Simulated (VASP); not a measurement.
Runs of VASP 6.6.1 on BP. The structure is that of space group F-43m (No. 216), or close to it. The cells are those of the table. 

```tsv
cell	k mesh	cutoff (eV)	smearing	gap on the mesh (eV)	pressure (GPa)
a = 3.271 Å, angles 60.0°, 2 atoms	10 × 10 × 10	550	gaussian 0.02 eV	1.52	(a)
a = 3.208 Å, angles 60.0°, 2 atoms	10 × 10 × 10	520	gaussian 0.02 eV	1.45	-0.5
a = 3.175 Å, angles 60.0°, 2 atoms	10 × 10 × 10	550	gaussian 0.02 eV	(c)	4.9
a = 3.208 Å, angles 60.0°, 2 atoms	10 × 10 × 10	550	gaussian 0.02 eV	1.45	-0.5
a = 3.142 Å, angles 60.0°, 2 atoms	10 × 10 × 10	520	gaussian 0.02 eV	(b)	11.2
a = 3.240 Å, angles 60.0°, 2 atoms	10 × 10 × 10	520	gaussian 0.02 eV	1.48	-5.2
a = 3.209 Å, angles 60.0°, 2 atoms	6 × 6 × 6	550	gaussian 0.1 eV	1.54	-0.6
```

Alike in all rows: task single point; level r2SCAN; potentials or basis VASP PAW PBE potentials, release 64 (B, P); no spin polarisation.

Problem. Estimate the missing entries.

Solution. (a) -9.3; (b) 1.36; (c) 1.40.

Caveats: the PAW data sets were made with another functional, which shifts forces and pressure a little.

A k mesh can miss the band edges.
